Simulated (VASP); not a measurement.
Here is a VASP 6.6.1 calculation.

Contents of INCAR:

```
SYSTEM = Pb
ALGO = Normal ; EDIFF = 1E-6
ENCUT = 520 ; GGA = RE
ISIF = 2 ; ISMEAR = -1
LASPH = .True. ; LCHARG = .False.
LREAL = .False. ; LWAVE = .False.
NBANDS = 13 ; NELM = 80
PREC = Accurate ; SIGMA = 0.1
```

Contents of KPOINTS:

```
k-points
0
Gamma
  11 11 11
  0 0 0
```

Contents of POSCAR:

```
Pb
1.0
    3.3701425022      0.0000000000      0.0000000000
    0.0000000000      3.3701425022      0.0000000000
    0.0000000000      0.0000000000      3.3701425022
Pb
1
Direct
    0.0000000000      0.0000000000      0.0000000000
```

Potentials or basis: VASP PAW PBE potentials, release 64 (Pb_d).

The run is started by

```sh
$ cat potpaw_PBE.64/Pb_d/POTCAR > POTCAR
$ mpirun -np 1 vasp_std > vasp.out
```

Question: Estimate the band gap on the k mesh.

Answer: Zero (band 7 reaches 9.28 eV, above the bottom of band 8 at 3.39 eV).

Question: What does it give for the pressure?

Answer: -2.0 GPa.

Caveat: the PAW data sets were made with another functional, which shifts forces and pressure a little; spin-orbit coupling is left out, which moves the levels of the heavy elements.
